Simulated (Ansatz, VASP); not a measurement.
**Two plane-wave programs on Te2Mo**

```xyz
6
Lattice="3.5567 0.0000 0.0000 -1.7783 3.0802 0.0000 0.0000 0.0000 15.3316" Properties=species:S:1:pos:R:3 pbc="T T T"
Te    0.0000    2.0534    9.6907
Te    1.7783    1.0267    2.0248
Te    1.7783    1.0267    5.6410
Te    0.0000    2.0534   13.3068
Mo    0.0000    2.0534    3.8329
Mo    1.7783    1.0267   11.4987
```

Alike in both runs: functional PBE; k mesh 12 × 12 × 2; occupations gaussian, width 0.02 eV; no spin polarisation.

Ansatz relaxed the structure, and its values are those at the end. VASP's run is a single point on that final structure, the one shown.

```csv
,VASP,Ansatz
version,VASP 6.6.1,Ansatz 0.2.0
potentials or method,"VASP PAW PBE potentials, release 64 (Te, Mo_sv), cutoff 520 eV","scalar-relativistic, plane waves, PAW"
valence electrons in the cell,52,92
```

Ansatz gave:

```
gap on the k mesh at the Fermi level (eV) : 1.02
least direct gap on the mesh (eV)         : 1.03
pressure (GPa)                            : 0.0
rms of the force components (eV/Å)        : 0.000
```

Task: Estimate VASP's values.

Result: gap on the k mesh at the Fermi level (eV): 1.02; least direct gap on the mesh (eV): 1.03; pressure (GPa): 0.0; rms of the force components (eV/Å): 0.006.

VASP's potentials hold 52 valence electrons a cell and Ansatz's 92, so a difference there can come from the potentials and not from the codes.

Spin-orbit coupling is off throughout.
